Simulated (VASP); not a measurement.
The system is SnO.

```
Sn O
1.0
     4.12550    0.00000    0.00000
    -2.06275    3.57279    0.00000
     0.00000    0.00000    5.18540
Sn O
2 2
Direct
  0.33333 0.66667 0.25000
  0.66667 0.33333 0.75000
  0.66667 0.33333 0.25000
  0.33333 0.66667 0.75000
```

Base run:

```yaml
Program: VASP 6.6.1
Functional: r2SCAN
Potentials_or_basis: VASP PAW PBE potentials, release 64 (Sn_d, O)
Cutoff: 520 eV
k_mesh: 6 × 6 × 4
Occupations: gaussian, width 0.01 eV
Spin: no spin polarisation
```

Its results: band gap on the k mesh 0.57 eV, direct; pressure 0.2 GPa.

Q: The run is repeated on the same cell with these changes: functional from r2SCAN to PBE; further incar settings from ALGO = Normal; EDIFF = 1e-07; NBANDS = 28 to ALGO = Normal; EDIFF = 1e-06; NBANDS = 28. What comes out?

A: Band gap on the k mesh 0.41 eV, direct; pressure 2.5 GPa.

Caveats: spin-orbit coupling is left out, which moves the levels of the heavy elements; the PAW data sets were made with another functional, which shifts forces and pressure a little (some runs).

A k mesh can miss the band edges.
